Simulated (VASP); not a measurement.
Set up this calculation in VASP 6.6.1, as the native input.

```
Task                   : single point
Functional             : r2SCAN
Potentials or basis    : VASP PAW PBE potentials, release 64 (V_sv)
Cutoff                 : 520 eV
k mesh                 : 15 × 15 × 15
Occupations            : fermi-dirac, width 0.03 eV
Spin                   : no spin polarisation
Dipole correction      : no
Further INCAR settings : ALGO = Normal; EDIFF = 1e-06; NBANDS = 12
```

Crystal: V.

```xyz
1
Lattice="-1.4918 1.4918 1.4918 1.4918 -1.4918 1.4918 1.4918 1.4918 -1.4918" Properties=species:S:1:pos:R:3 pbc="T T T"
V     0.0000    0.0000    0.0000
```

The input as run:

POSCAR

```
V
1.0
   -1.4917693513      1.4917693513      1.4917693513
    1.4917693513     -1.4917693513      1.4917693513
    1.4917693513      1.4917693513     -1.4917693513
V
1
Direct
    0.0000000000      0.0000000000      0.0000000000
```

INCAR.step1

```
ALGO = Normal
EDIFF = 1E-4
ENCUT = 520
GGA = PE
ISMEAR = -1
LASPH = T
LCHARG = F
LREAL = F
LWAVE = T
NBANDS = 12
NELM = 100
PREC = Accurate
SIGMA = 0.03
```

INCAR.step2

```
ALGO = Normal
EDIFF = 1E-6
ENCUT = 520
ISIF = 2
ISMEAR = -1
ISTART = 1
LASPH = T
LCHARG = F
LMIXTAU = T
LREAL = F
LWAVE = F
METAGGA = R2SCAN
NBANDS = 12
NELM = 100
PREC = Accurate
SIGMA = 0.03
```

KPOINTS

```
k-points
0
Gamma
  15 15 15
```

Potentials or basis: VASP PAW PBE potentials, release 64 (V_sv).

Command:

```bash
$ cat potpaw_PBE.64/V_sv/POTCAR > POTCAR
$ cp INCAR.step1 INCAR
$ mpirun -np 1 vasp_std > vasp.out
$ cp INCAR.step2 INCAR
$ mpirun -np 1 vasp_std > vasp.out
```

It gave:

```yaml
Pressure: 0.1 GPa
```

Caveat: the PAW data sets were made with another functional, which shifts forces and pressure a little.

Run time: 44 s on 1 thread of Intel(R) Xeon(R) Platinum 8375C CPU @ 2.90GHz (Ice Lake) (shared host), peak memory 0.14 GiB.
